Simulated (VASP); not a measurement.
# V (Fd-3m) in VASP: a series of runs

V is run at these levels: PBE; tasks: single point.

All numbers are computed with VASP 6.6.1; they aren't measurements. Logs are shortened: lines on timing, memory, paths and dates and some standing lists are left out, and cuts for length are marked.

## Step 1: The cell of the first run

The structure is cubic, space group Fd-3m (No. 227). The conventional cell has a = 4.138 Å, b = 4.138 Å, c = 4.138 Å, α = 90.00°, β = 90.00°, γ = 90.00°. V (site symmetry -43m) has 4 V at 1.79 Å within 2.4 Å.

## Step 2: Single point, PBE

INCAR reads:

```
ALGO     = Normal         # electronic algorithm
EDIFF    = 1E-6           # SCF threshold, eV
ENCUT    = 520            # plane-wave cutoff, eV
GGA      = PE             # functional
ISIF     = 2              # what is computed and relaxed
ISMEAR   = -1             # smearing method
LASPH    = True           # aspherical terms in the spheres
LCHARG   = True           # write CHGCAR
LELF     = True           # ELF
LREAL    = False          # projectors in reciprocal space
LVHAR    = True         
LWAVE    = False          # write WAVECAR
NBANDS   = 20             # bands
NELM     = 60             # most SCF steps
PREC     = Accurate       # precision mode
SIGMA    = 0.05           # smearing width, eV
```

KPOINTS reads:

```
k-points
0
Gamma
  15 15 15
```

POSCAR reads:

```
V
1.0
    0.0000000000      2.0690942286      2.0690942286
    2.0690942286      0.0000000000      2.0690942286
    2.0690942286      2.0690942286      0.0000000000
V
2
Direct
   -0.1250000000     -0.1250000000     -0.1250000000
    0.1250000000      0.1250000000      0.1250000000
```

Potentials or basis: VASP PAW PBE potentials, release 64 (V_sv).

On the command line:

```
> cat potpaw_PBE.64/V_sv/POTCAR > POTCAR
> mpirun -np 1 vasp_std > vasp.out
```

OUTCAR:

```text
EDIFF = 1E-6
   ENCUT = 520
   GGA = PE
   ISIF = 2
   ISMEAR = -1
   LASPH = True
   LREAL = False
   NELM = 60
   PREC = Accurate

 ion  position               nearest neighbor table
   1  0.875  0.875  0.875-   2 1.79   2 1.79   2 1.79   2 1.79
   2  0.125  0.125  0.125-   1 1.79   1 1.79   1 1.79   1 1.79

  LATTYP: Found a face centered cubic cell.
 ALAT       =     4.1381884572

  Lattice vectors:

 A1 = (   0.0000000000,   2.0690942286,   2.0690942286)
 A2 = (   2.0690942286,   0.0000000000,   2.0690942286)
 A3 = (   2.0690942286,   2.0690942286,   0.0000000000)

Analysis of symmetry for initial positions (statically):
=====================================================================
 Subroutine PRICEL returns:
 Original cell was already a primitive cell.

 Routine SETGRP: Setting up the symmetry group for a
 face centered cubic supercell.

 Subroutine GETGRP returns: Found 48 space group operations
 (whereof 12 operations were pure point group operations)
 out of a pool of 48 trial point group operations.

The static configuration has the point symmetry D_3d.
 The point group associated with its full space group is O_h .

Analysis of symmetry for dynamics (positions and initial velocities):
=====================================================================
 Subroutine PRICEL returns:
 Original cell was already a primitive cell.

 Routine SETGRP: Setting up the symmetry group for a
 face centered cubic supercell.

 Subroutine GETGRP returns: Found 48 space group operations
 (whereof 12 operations were pure point group operations)
 out of a pool of 48 trial point group operations.

The dynamic configuration has the point symmetry D_3d.
 The point group associated with its full space group is O_h .

 Subroutine INISYM returns: Found 48 space group operations
 (whereof 12 operations are pure point group operations),
 and found     1 'primitive' translations

----------------------------------------------------------------------------------------

                                     Primitive cell

  volume of cell :      17.7162

  direct lattice vectors                    reciprocal lattice vectors
     0.000000000  2.069094229  2.069094229    -0.241651633  0.241651633  0.241651633
     2.069094229  0.000000000  2.069094229     0.241651633 -0.241651633  0.241651633
     2.069094229  2.069094229  0.000000000     0.241651633  0.241651633 -0.241651633

  length of vectors
     2.926141120  2.926141120  2.926141120     0.418552907  0.418552907  0.418552907

  position of ions in fractional coordinates (direct lattice)
     0.875000000  0.875000000  0.875000000
     0.125000000  0.125000000  0.125000000

  ion indices of the primitive-cell ions
   primitive index   ion index
                 1           1
                 2           2

----------------------------------------------------------------------------------------

 KPOINTS: k-points

Automatic generation of k-mesh.
 Grid dimensions read from file:
 generate k-points for:   15   15   15

 Generating k-lattice:

  Cartesian coordinates                     Fractional coordinates (reciprocal lattice)
    -0.016110109  0.016110109  0.016110109     0.066666667  0.000000000  0.000000000
     0.016110109 -0.016110109  0.016110109     0.000000000  0.066666667  0.000000000
     0.016110109  0.016110109 -0.016110109     0.000000000  0.000000000  0.066666667

  Length of vectors
     0.027903527  0.027903527  0.027903527

  Shift w.r.t. Gamma in fractional coordinates (k-lattice)
     0.000000000  0.000000000  0.000000000

 Subroutine IBZKPT returns following result:
 ===========================================

 Found    120 irreducible k-points:

 Following reciprocal coordinates:
            Coordinates               Weight
  0.000000  0.000000  0.000000      1.000000
  0.066667  0.000000  0.000000      8.000000
  0.133333  0.000000  0.000000      8.000000
  0.200000  0.000000  0.000000      8.000000
  0.266667  0.000000  0.000000      8.000000
  0.333333  0.000000  0.000000      8.000000
[... 16 lines left out ...]
  0.133333  0.133333  0.000000      6.000000
  0.200000  0.133333  0.000000     24.000000
 [... further k-points ...]
   k-points           NKPTS =    120   k-points in BZ     NKDIM =    120   number of bands    NBANDS=     20
   number of dos      NEDOS =    301   number of ions     NIONS =      2
   total plane-waves  NPLWV =  13824
   dimension x,y,z NGX =    24 NGY =   24 NGZ =   24
   dimension x,y,z NGXF=    48 NGYF=   48 NGZF=   48
   ions per type =               2
   NGX,Y,Z   is equivalent  to a cutoff of  13.64, 13.64, 13.64 a.u.
   NGXF,Y,Z  is equivalent  to a cutoff of  27.27, 27.27, 27.27 a.u.
 SYSTEM =  unknown system
   PREC   = accura    normal or accurate (medium, high low for compatibility)
   ISTART =      0    job   : 0-new  1-cont  2-samecut
   ICHARG =      2    charge: 1-file 2-atom 10-const
   ISPIN  =      1    spin polarized calculation?
   LNONCOLLINEAR =      F non collinear calculations
   LSORBIT =      F    spin-orbit coupling
   LASPH  =      T    aspherical Exc in radial PAW
   ENCUT  =  520.0 eV  38.22 Ry    6.18 a.u.   5.44  5.44  5.44*2*pi/ulx,y,z
   NELM   =     60;   NELMIN=  2; NELMDL= -5     # of ELM steps
   EDIFF  = 0.1E-05   stopping-criterion for ELM
   LREAL  =      F    real-space projection
   EDIFFG = 0.1E-04   stopping-criterion for IOM
   NSW    =      0    number of steps for IOM
   IBRION =     -1    ionic relax: 0-MD 1-quasi-New 2-CG
   NFREE  =      0    steps in history (QN), initial steepest desc. (CG)
   ISIF   =      2    stress and relaxation
   ISYM   =      2    0-nonsym 1-usesym 2-fastsym
   POTIM  = 0.5000    time-step for ionic-motion
   TEBEG  =    0.0;   TEEND  =   0.0 temperature during run
   PSTRESS=    0.0 pullay stress
   NELECT =      26.0000    total number of electrons
   NUPDOWN=      -1.0000    fix difference up-down
   EMIN   =  10.00;   EMAX   =-10.00  energy-range for DOS
   EFERMI =   0.00;   METHOD = LEGACY
   ISMEAR =    -1;   SIGMA  =   0.05  broadening in eV -4-tet -1-fermi 0-gaus
   EFERMI_NEDOS =   21; number of points for ismear=-14 and -15
   IALGO  =     38    algorithm
   IMIX   =      4    mixing-type and parameters
     AMIX     =   0.40;   BMIX     =  1.00
     AMIX_MAG =   1.60;   BMIX_MAG =  1.00
  volume/ion in A,a.u.               =       8.86        59.78
  Fermi-wavevector in a.u.,A,eV,Ry     =   1.860411  3.515668 47.091545  3.461131
  Thomas-Fermi vector in A             =   2.908429
   LORBIT       =      0    0 simple, 1 ext, 2 COOP (PROOUT), +10 PAW based schemes
   GGA     = PE    functional components
   LHFCALC =     F    Hartree Fock is set to
   AEXX    =    0.0000 exact exchange contribution
   IVDW    =     0    specifies the selected vdW correction
   LEPSILON=     F    determine dielectric tensor
   LRPA    =     F    only Hartree local field effects (RPA)
 non-spin polarized calculation
  energy-cutoff  :      520.00
  volume of cell :       17.72
 maximum number of plane-waves:       531
 NGX is ok and might be reduce to    24
   NGX = 11   NGY = 11   NGZ = 11

 number of electron      26.0000003 magnetization

 Free energy of the ion-electron system (eV)
  ---------------------------------------------------
  ext. energy  EPLUGINS =         0.00000000
  ---------------------------------------------------
  free energy    TOTEN  =        -5.35629835 eV

  energy without entropy =       -5.33800462  energy(sigma->0) =       -5.34715149

 E-fermi :  16.7122     XC(G=0): -14.8996

 val. band max:       16.7076122700   @ k =  -0.2667   0.2000   0.0667
 cond. band min:      16.7144968237   @ k =  -0.4667   0.4667   0.0667
 fundamental gap:      0.0068845537
 Fermi energy:        16.7122432318

 k-point     1 :       0.0000    0.0000    0.0000
  band No.  band energies     occupation
      1     -49.8557      2.00000
      2     -44.6499      2.00000
      3     -23.5052      2.00000
      4     -23.5052      2.00000
      5     -23.5052      2.00000
      6     -19.5256      2.00000
[... 12 lines left out ...]
     19      24.0279      0.00000
     20      33.1083      0.00000

 k-point     2 :       0.0667    0.0000    0.0000
  band No.  band energies     occupation
      1     -49.8190      2.00000
      2     -44.7019      2.00000
      3     -23.5378      2.00000
      4     -23.5378      2.00000
      5     -23.5111      2.00000
      6     -19.5002      2.00000
[... 12 lines left out ...]
     19      24.0214      0.00000
     20      32.1796      0.00000

 k-point     3 :       0.1333    0.0000    0.0000
  band No.  band energies     occupation
      1     -49.7114      2.00000
      2     -44.8525      2.00000
      3     -23.6269      2.00000
      4     -23.6269      2.00000
      5     -23.5314      2.00000
      6     -19.4235      2.00000
[... 12 lines left out ...]
     19      23.9952      0.00000
     20      31.2173      0.00000

 k-point     4 :       0.2000    0.0000    0.0000
  band No.  band energies     occupation
      1     -49.5406      2.00000
      2     -45.0859      2.00000
      3     -23.7503      2.00000
      4     -23.7503      2.00000
      5     -23.5695      2.00000
      6     -19.2981      2.00000
[... 12 lines left out ...]
     19      23.9328      0.00000
     20      30.5731      0.00000

 k-point     5 :       0.2667    0.0000    0.0000
  band No.  band energies     occupation
      1     -49.3213      2.00000
      2     -45.3762      2.00000
      3     -23.8821      2.00000
      4     -23.8821      2.00000
      5     -23.6238      2.00000
      6     -19.1372      2.00000
[... 12 lines left out ...]
     19      23.8135      0.00000
     20      29.9282      0.00000
[... 353 lines left out ...]
      6     -19.4568      2.00000
[... 12 lines left out ...]
     19      24.2440      0.00000
     20      30.8996      0.00000

 k-point    22 :      -0.0667    0.0667    0.0000
  band No.  band energies     occupation
      1     -49.7586      2.00000
      2     -44.7868      2.00000
      3     -23.6571      2.00000
      4     -23.5594      2.00000
      5     -23.4809      2.00000
      6     -19.5018      2.00000
[... 12 lines left out ...]
     19      24.1582      0.00000
     20      31.5331      0.00000

 k-point    23 :       0.1333    0.1333    0.0000
  band No.  band energies     occupation
      1     -49.6611      2.00000
      2     -44.9219      2.00000
      3     -23.7816      2.00000
      4     -23.7816      2.00000
      5     -23.2693      2.00000
      6     -19.7034      2.00000
[... 12 lines left out ...]
     19      24.3871      0.00000
     20      30.8816      0.00000

 k-point    24 :       0.2000    0.1333    0.0000
  band No.  band energies     occupation
      1     -49.5317      2.00000
      2     -45.0977      2.00000
      3     -23.9184      2.00000
      4     -23.9117      2.00000
      5     -23.1739      2.00000
      6     -19.7527      2.00000
[... 12 lines left out ...]
     19      24.4415      0.00000
     20      30.4898      0.00000

 [... further k-points ...]
[... 5 lines left out ...]
  --------------------------------------------------------------------------------------
  -------------------------------------------------------------------------------------
  Total       29.5555140     29.5555140     29.5555140      0.0000000      0.0000000     -0.0000000
  in kB     2672.8728211   2672.8728211   2672.8728211      0.0000000      0.0000000     -0.0000000
  external PRESSURE =    2672.8728211 kB  Pullay stress =       0.0000000 kB

 VOLUME and BASIS-vectors are now :
 -----------------------------------------------------------------------------
  energy-cutoff  :      520.00
  volume of cell :       17.72
      direct lattice vectors                 reciprocal lattice vectors
     0.000000000  2.069094229  2.069094229    -0.241651633  0.241651633  0.241651633
     2.069094229  0.000000000  2.069094229     0.241651633 -0.241651633  0.241651633
     2.069094229  2.069094229  0.000000000     0.241651633  0.241651633 -0.241651633

 POSITION                                       TOTAL-FORCE (eV/Angst)
 -----------------------------------------------------------------------------------
      3.62091      3.62091      3.62091         0.000000     -0.000000     -0.000000
      0.51727      0.51727      0.51727        -0.000000      0.000000      0.000000
 -----------------------------------------------------------------------------------
    total drift:                                0.000000      0.000000      0.000000

  FREE ENERGIE OF THE ION-ELECTRON SYSTEM (eV)
  ---------------------------------------------------
  free  energy   TOTEN  =        -5.3562983526 eV

  energy  without entropy=       -5.3380046203  energy(sigma->0) =       -5.34715149
```

It took 20 s on 1 thread of Intel Xeon Platinum 8488C (Sapphire Rapids), shared host; peak memory 0.16 GiB.

What came out:

| Item | Value |
| --- | --- |
| Free energy | -5.3563 eV |
| Pressure | 267.3 GPa |
| Band gap on the k mesh | zero (band 13 reaches 17.42 eV, above the bottom of band 14 at 14.75 eV) |

## Step 3: Single point, PBE

This run uses another cell than the first one, of 8.90 Å³/atom, 1.005 times its volume.

INCAR reads:

```
SYSTEM = V
PREC     = Accurate       ! precision mode
ENCUT    = 520            ! plane-wave cutoff, eV
EDIFF    = 1E-6           ! SCF threshold, eV
ISMEAR   = -1             ! smearing method
SIGMA    = 0.05           ! smearing width, eV
LREAL    = .False.        ! projectors in reciprocal space
LASPH    = .True.         ! aspherical terms in the spheres
NELM     = 60             ! most SCF steps
ALGO     = Normal         ! electronic algorithm
ISIF     = 2              ! what is computed and relaxed
LWAVE    = .False.        ! write WAVECAR
LCHARG   = .True.         ! write CHGCAR
GGA      = PE             ! functional
LELF     = .True.         ! ELF
LVHAR    = .True.       
NBANDS   = 20             ! bands
```

KPOINTS reads:

```
regular mesh
0
Gamma
  15 15 15
  0 0 0
```

POSCAR reads:

```
V
1.0
    0.0000000000      2.0723498070      2.0723498070
    2.0723498070      0.0000000000      2.0723498070
    2.0723498070      2.0723498070      0.0000000000
V
2
Direct
   -0.1250000000     -0.1250000000     -0.1250000000
    0.1250000000      0.1250000000      0.1250000000
```

Potentials or basis: VASP PAW PBE potentials, release 64 (V_sv).

On the command line:

```
> cat potpaw_PBE.64/V_sv/POTCAR > POTCAR
> mpirun -np 1 vasp_std > vasp.out
```

Wall time 35 s (1 thread of Intel Xeon Platinum 8488C (Sapphire Rapids), shared host); peak memory 0.16 GiB.

It converged, with:

```
Free energy            : -5.4949 eV
Pressure               : 262.5 GPa
Band gap on the k mesh : zero (band 13 reaches 17.33 eV, above the bottom of band 14 at 14.67 eV)
```

Levels at points of the mesh, in eV from the Fermi level:
```csv
k point,band 9,band 10,band 11,band 12,band 13,band 14,band 15,band 16,band 17,band 18
"(0.00, 0.00, 0.00)",-7.52,-4.62,-4.62,-1.62,-1.62,-1.62,2.91,2.91,2.91,7.28
```
